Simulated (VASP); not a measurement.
# Si (P6_3/mmc) in VASP: a series of runs, part 2 of 3

VASP 6.6.1. Earlier steps stand in the parts before.

### Step 3. Single point, PBE

This run uses another cell than the first one, of 14.44 Å³/atom.

Input file INCAR:

```
ALGO = Normal ; EDIFF = 1E-6
ENCUT = 520 ; GGA = PE
ISIF = 2 ; ISMEAR = -1
LASPH = T ; LCHARG = F
LREAL = F ; LWAVE = F
NBANDS = 11 ; NELM = 60
PREC = Accurate ; SIGMA = 0.1
```

Input file KPOINTS:

```
k-points
0
Gamma
  14 14 7
```

Input file POSCAR:

```
Si
1.0
    2.6574865072      0.0000000000      0.0000000000
   -1.3287432536      2.3014508255      0.0000000000
    0.0000000000      0.0000000000      4.7205444159
Si
2
Direct
    0.3333333333      0.6666666667      0.2500000000
    0.6666666667      0.3333333333      0.7500000000
```

Potentials or basis: VASP PAW PBE potentials, release 64 (Si).

On the command line:

```bash
cat potpaw_PBE.64/Si/POTCAR > POTCAR
mpirun -np 1 vasp_std > vasp.out
```

OUTCAR:

```text
EDIFF = 1E-6
   ENCUT = 520
   GGA = PE
   ISIF = 2
   ISMEAR = -1
   LASPH = T
   LREAL = F
   NELM = 60
   PREC = Accurate

 ion  position               nearest neighbor table
   1  0.333  0.667  0.250-   2 2.82   2 2.82   2 2.82   2 2.82   2 2.82   2 2.82
   2  0.667  0.333  0.750-   1 2.82   1 2.82   1 2.82   1 2.82   1 2.82   1 2.82

  LATTYP: Found a hexagonal cell.
 ALAT       =     2.6574865072
 C/A-ratio  =     1.7763192412

  Lattice vectors:

 A1 = (   2.6574865072,   0.0000000000,   0.0000000000)
 A2 = (  -1.3287432536,   2.3014508255,   0.0000000000)
 A3 = (   0.0000000000,   0.0000000000,   4.7205444159)

Analysis of symmetry for initial positions (statically):
=====================================================================
 Subroutine PRICEL returns:
 Original cell was already a primitive cell.

 Routine SETGRP: Setting up the symmetry group for a
 hexagonal supercell.

 Subroutine GETGRP returns: Found 24 space group operations
 (whereof 12 operations were pure point group operations)
 out of a pool of 24 trial point group operations.

The static configuration has the point symmetry D_3d.
 The point group associated with its full space group is D_6h.

Analysis of symmetry for dynamics (positions and initial velocities):
=====================================================================
 Subroutine PRICEL returns:
 Original cell was already a primitive cell.

 Routine SETGRP: Setting up the symmetry group for a
 hexagonal supercell.

 Subroutine GETGRP returns: Found 24 space group operations
 (whereof 12 operations were pure point group operations)
 out of a pool of 24 trial point group operations.

The dynamic configuration has the point symmetry D_3d.
 The point group associated with its full space group is D_6h.

 Subroutine INISYM returns: Found 24 space group operations
 (whereof 12 operations are pure point group operations),
 and found     1 'primitive' translations

[... 114 lines left out ...]
     AMIX_MAG =   1.60;   BMIX_MAG =  1.00
  volume/ion in A,a.u.               =      14.44        97.42
  Fermi-wavevector in a.u.,A,eV,Ry     =   1.067292  2.016889 15.498559  1.139112
  Thomas-Fermi vector in A             =   2.202904
   LORBIT       =      0    0 simple, 1 ext, 2 COOP (PROOUT), +10 PAW based schemes
   GGA     = PE    functional components
   LHFCALC =     F    Hartree Fock is set to
   AEXX    =    0.0000 exact exchange contribution
   IVDW    =     0    specifies the selected vdW correction
   LEPSILON=     F    determine dielectric tensor
   LRPA    =     F    only Hartree local field effects (RPA)
 non-spin polarized calculation
  energy-cutoff  :      520.00
  volume of cell :       28.87
 maximum number of plane-waves:       803
 NGX is ok and might be reduce to    20
   NGX =  9   NGY =  9   NGZ = 17

 number of electron       8.0000000 magnetization

 Free energy of the ion-electron system (eV)
  ---------------------------------------------------
  ext. energy  EPLUGINS =         0.00000000
  ---------------------------------------------------
  free energy    TOTEN  =        -9.84427634 eV

  energy without entropy =       -9.81673394  energy(sigma->0) =       -9.83050514

 E-fermi :  10.2056     XC(G=0): -11.1989

 val. band max:       10.1745750592   @ k =   0.1429   0.1429   0.4286
 cond. band min:      10.2225004788   @ k =   0.3571   0.0714   0.1429
 fundamental gap:      0.0479254196
 Fermi energy:        10.2055506711

 k-point     1 :       0.0000    0.0000    0.0000
  band No.  band energies     occupation
      1      -4.2907      2.00000
      2       1.4143      2.00000
      3       2.9137      2.00000
      4      19.2633      0.00000
      5      19.7974      0.00000
      6      19.7974      0.00000
      7      20.1456      0.00000
      8      20.9511      0.00000
      9      20.9511      0.00000
     10      24.0984      0.00000
     11      24.1865      0.00000
[... 309 lines left out ...]
 k-point    24 :       0.3571    0.2857    0.0000
  band No.  band energies     occupation
      1       3.8593      2.00000
      2       4.2740      2.00000
      3       6.0348      2.00000
      4       9.3227      1.99971
      5       9.8419      1.94864
      6      10.2850      0.62246
      7      11.1751      0.00012
      8      11.4416      0.00001
      9      13.9874      0.00000
     10      26.4459      0.00000
     11      26.7884      0.00000

 [... further k-points ...]
[... 5 lines left out ...]
  --------------------------------------------------------------------------------------
  -------------------------------------------------------------------------------------
  Total       -0.0079247     -0.0079247      0.0034964     -0.0000000     -0.0000000     -0.0000000
  in kB       -0.4397725     -0.4397725      0.1940300     -0.0000000     -0.0000000     -0.0000000
  external PRESSURE =      -0.2285050 kB  Pullay stress =       0.0000000 kB

 VOLUME and BASIS-vectors are now :
 -----------------------------------------------------------------------------
  energy-cutoff  :      520.00
  volume of cell :       28.87
      direct lattice vectors                 reciprocal lattice vectors
     2.657486507  0.000000000  0.000000000     0.376295419  0.217254262  0.000000000
    -1.328743254  2.301450825  0.000000000     0.000000000  0.434508523  0.000000000
     0.000000000  0.000000000  4.720544416     0.000000000  0.000000000  0.211839973

 POSITION                                       TOTAL-FORCE (eV/Angst)
 -----------------------------------------------------------------------------------
     -0.00000      1.53430      1.18014         0.000000     -0.000000      0.000000
      1.32874      0.76715      3.54041         0.000000      0.000000      0.000000
 -----------------------------------------------------------------------------------
    total drift:                               -0.000000      0.000000     -0.000000

  FREE ENERGIE OF THE ION-ELECTRON SYSTEM (eV)
  ---------------------------------------------------
  free  energy   TOTEN  =        -9.8442763389 eV

  energy  without entropy=       -9.8167339354  energy(sigma->0) =       -9.83050514
```

stdout:

```text
POSCAR found type information on POSCAR Si
 POSCAR found :  1 types and       2 ions
 scaLAPACK will be used
 LDA part: xc-table for (Slater+PW92), standard interpolation
 POSCAR, INCAR and KPOINTS ok, starting setup
 FFT: planning ... GRIDC
 FFT: planning ... GRID_SOFT
 FFT: planning ... GRID
 WAVECAR not read
 entering main loop
```

Wall time 7.4 s (1 thread of Intel Xeon 6975P-C (Granite Rapids), shared host); peak memory 0.14 GiB.

What came out:

* Free energy: -9.8443 eV
* Pressure: 0.0 GPa
* Band gap on the k mesh: zero (bands 4 and 5 overlap by 12.09 eV)

Levels at points of the mesh, in eV from the Fermi level:
| k point | band 1 | band 2 | band 3 | band 4 | band 5 | band 6 | band 7 | band 8 |
| --- | --- | --- | --- | --- | --- | --- | --- | --- |
| (0.00, 0.00, 0.00) | -14.50 | -8.79 | -7.29 | 9.06 | 9.59 | 9.59 | 9.94 | 10.75 |
| (0.50, 0.00, 0.00) | -7.98 | -7.49 | -2.40 | -1.97 | -1.48 | 0.03 | 4.24 | 6.34 |

### Step 4. Single point, r2SCAN

This run uses another cell than the first one, of 13.76 Å³/atom.

Input file POSCAR:

```
Si
1.0
    2.6178442546      0.0000000000      0.0000000000
   -1.3089221273      2.2671196277      0.0000000000
    0.0000000000      0.0000000000      4.6356096153
Si
2
Direct
    0.3333333333      0.6666666667      0.2500000000
    0.6666666667      0.3333333333      0.7500000000
```

Input file INCAR.step1:

```
SYSTEM = Si
  PREC = Accurate
  ENCUT = 520
  ISMEAR = -1
  SIGMA = 0.1
  LREAL = .False.
  LASPH = .True.
  NELM = 60
  NBANDS = 11
  GGA = PE
  ALGO = Normal
  EDIFF = 1E-4
  LWAVE = .True.
  LCHARG = .False.
```

Input file INCAR.step2:

```
SYSTEM = Si
  PREC = Accurate
  ENCUT = 520
  EDIFF = 1E-7
  ISMEAR = -1
  SIGMA = 0.1
  LREAL = .False.
  LASPH = .True.
  NELM = 60
  ALGO = Normal
  ISIF = 2
  LWAVE = .False.
  LCHARG = .False.
  METAGGA = R2SCAN
  LMIXTAU = .True.
  NBANDS = 11
  ISTART = 1
```

Input file KPOINTS:

```
regular mesh
0
Gamma
  14 14 7
  0 0 0
```

On the command line:

```bash
cat potpaw_PBE.64/Si/POTCAR > POTCAR
cp INCAR.step1 INCAR
mpirun -np 1 vasp_std > vasp.out
cp INCAR.step2 INCAR
mpirun -np 1 vasp_std > vasp.out
```

Wall time 41 s (1 thread of Intel Xeon 6975P-C (Granite Rapids), shared host); peak memory 0.15 GiB.

Results (log left out):

```yaml
Free_energy: -16.1483 eV
Pressure: 0.1 GPa
Band_gap_on_the_k_mesh: zero (bands 4 and 5 overlap by 13.55 eV)
```

Stress tensor (GPa, compression positive):
```
0.06 0.00 0.00
0.00 0.06 0.00
0.00 0.00 0.14
```

Levels at points of the mesh, in eV from the Fermi level:
```
           k point  band 2  band 3  band 4  band 5  band 6  band 7
(0.00, 0.00, 0.00)   -9.42   -8.20   10.28   10.68   10.68   10.69
(0.50, 0.00, 0.00)   -8.31   -2.56   -1.81   -1.80   -0.17    4.66
```

Caveat: the PAW data sets were made with another functional, which shifts forces and pressure a little.

### Step 5. Relaxation of cell and atoms, PBE+D3(BJ)

This run uses another cell than the first one, of 10.74 Å³/atom.

Input file INCAR:

```
SYSTEM = Si
ALGO = Normal
EDIFF = 1E-6
EDIFFG = -0.03
ENCUT = 600
GGA = PE
IBRION = 2
ISIF = 3
ISMEAR = -1
IVDW = 12
LASPH = .True.
LCHARG = .False.
LREAL = .False.
LWAVE = .False.
NELM = 100
NSW = 80
PREC = Accurate
SIGMA = 0.1
```

Input file KPOINTS:

```
k-points
0
Gamma
  14 14 7
  0 0 0
```

Input file POSCAR:

```
Si
1.0
    2.4440000000      0.0000000000      0.0000000000
   -1.2220000000      2.1165660868      0.0000000000
    0.0000000000      0.0000000000      4.1520000000
Si
2
Direct
    0.3333333333      0.6666666667      0.2500000000
    0.6666666667      0.3333333333      0.7500000000
```

On the command line:

```bash
cat potpaw_PBE.64/Si/POTCAR > POTCAR
mpirun -np 1 vasp_std > vasp.out
```

Run time: 31 s. Hardware: 1 thread of Intel Xeon 6975P-C (Granite Rapids), shared host; peak memory 0.15 GiB.

It converged, with:

```
Free energy                           : -10.7305 eV
Relaxed volume                        : 13.57 Å³/atom
Relaxed cell                          : a = 2.613 Å, b = 2.613 Å, c = 4.589 Å, α = 90.00°, β = 90.00°, γ = 120.00°
Space group after relaxing (to 0.1 Å) : P6_3/mmc (No. 194)
Energy gained by relaxing             : 283.1 meV/atom
Ionic steps                           : 7
Pressure after relaxing               : 0.1 GPa
Band gap on the k mesh                : zero (bands 4 and 5 overlap by 13.12 eV)
Dispersion energy per atom            : -0.458 eV
```

Stress tensor (GPa, compression positive):
```
 0.21  0.00  0.00
 0.00  0.21  0.00
 0.00  0.00 -0.06
```

Step by step:
```
step  energy change (eV)  largest force (eV/Å)  pressure (GPa)  volume (Å³)
   1              0.0000                0.0000           40.22        21.48
   2             -0.4297                0.0000           -9.65        30.99
   3             -0.5621                0.0000            0.12        27.03
   4             -0.5620                0.0000           -0.30        27.15
   5             -0.5645                0.0000           -0.24        27.15
   6             -0.5653                0.0000            0.38        27.13
   7             -0.5663                0.0000            0.12        27.14
```

Final structure:
```xyz
2
Lattice="2.6133 0.0000 0.0000 -1.3067 2.2632 0.0000 0.0000 0.0000 4.5891" Properties=species:S:1:pos:R:3 pbc="T T T"
Si    0.0000    1.5088    1.1473
Si    1.3067    0.7544    3.4418
```

Levels at points of the mesh, in eV from the Fermi level:
| k point | band 1 | band 2 | band 3 | band 4 | band 5 | band 6 | band 7 | band 8 |
| --- | --- | --- | --- | --- | --- | --- | --- | --- |
| (0.00, 0.00, 0.00) | -15.10 | -8.87 | -7.70 | 9.93 | 9.93 | 9.98 | 10.33 | 10.98 |
| (0.50, 0.00, 0.00) | -8.33 | -7.90 | -2.33 | -1.74 | -1.67 | -0.19 | 4.32 | 6.40 |

Caveat: the volume moved by over 15 % at a fixed basis, so the end points are rough. Zero-point motion and thermal expansion aren't in these numbers.

### Step 6. Relaxation of cell and atoms, PBE

This run uses another cell than the first one, of 10.74 Å³/atom.

Input file INCAR:

```
SYSTEM = Si
  PREC = Accurate
  ENCUT = 600
  EDIFF = 1E-7
  ISMEAR = -1
  SIGMA = 0.1
  LREAL = .FALSE.
  LASPH = .TRUE.
  NELM = 60
  ALGO = Normal
  ISIF = 3
  LWAVE = .FALSE.
  LCHARG = .FALSE.
  GGA = PE
  IBRION = 2
  NSW = 80
  EDIFFG = -0.03
```

Input file KPOINTS:

```
regular mesh
0
G
  14 14 7
  0 0 0
```

POSCAR is that of step 5.

Potentials or basis: VASP PAW PBE potentials, release 64 (Si).

On the command line:

```bash
cat potpaw_PBE.64/Si/POTCAR > POTCAR
mpirun -np 1 vasp_std > vasp.out
```

Run time: 33 s. Hardware: 1 thread of Intel Xeon 6975P-C (Granite Rapids), shared host; peak memory 0.14 GiB.

It converged, with:

- Free energy: -9.8435 eV
- Relaxed volume: 14.38 Å³/atom
- Relaxed cell: a = 2.655 Å, b = 2.655 Å, c = 4.712 Å, α = 90.00°, β = 90.00°, γ = 120.00°
- Space group after relaxing (to 0.1 Å): P6_3/mmc (No. 194)
- Energy gained by relaxing: 423.8 meV/atom
- Ionic steps: 8
- Pressure after relaxing: 0.3 GPa
- Band gap on the k mesh: zero (bands 4 and 5 overlap by 12.15 eV)

Step by step:
| step | energy change (eV) | largest force (eV/Å) | pressure (GPa) | volume (Å³) |
| --- | --- | --- | --- | --- |
| 1 | 0.0000 | 0.0000 | 49.28 | 21.48 |
| 2 | -0.6837 | 0.0000 | -9.28 | 33.47 |
| 3 | -0.8389 | 0.0000 | 0.51 | 28.54 |
| 4 | -0.8392 | 0.0000 | -0.15 | 28.77 |
| 5 | -0.8430 | 0.0000 | -0.06 | 28.77 |
| 6 | -0.8473 | 0.0000 | 0.20 | 28.76 |
| 7 | -0.8476 | 0.0000 | 0.29 | 28.76 |
| 8 | -0.8476 | 0.0000 | 0.31 | 28.76 |

Final structure:
```cif
data_structure
_symmetry_space_group_name_H-M 'P 1'
_symmetry_Int_Tables_number 1
_cell_length_a 2.6546
_cell_length_b 2.6546
_cell_length_c 4.7124
_cell_angle_alpha 90.000
_cell_angle_beta 90.000
_cell_angle_gamma 120.000
_cell_volume 28.76
loop_
_atom_site_label
_atom_site_type_symbol
_atom_site_fract_x
_atom_site_fract_y
_atom_site_fract_z
_atom_site_occupancy
Si1 Si 0.33333 0.66667 0.25000 1
Si2 Si 0.66667 0.33333 0.75000 1
```

Levels at points of the mesh, in eV from the Fermi level:
```
           k point  band 1  band 2  band 3  band 4  band 5  band 6  band 7  band 8
(0.00, 0.00, 0.00)  -14.53   -8.80   -7.32    9.11    9.62    9.62    9.96   10.76
(0.50, 0.00, 0.00)   -8.00   -7.51   -2.39   -1.95   -1.50    0.02    4.25    6.35
```

Caveat: the volume moved by over 15 % at a fixed basis, so the end points are rough. PBE usually gives volumes a little too large and moduli too small.

[end of part 2 of 3]

The gap in the log of VASP goes by the Fermi energy; the results here count the filled bands.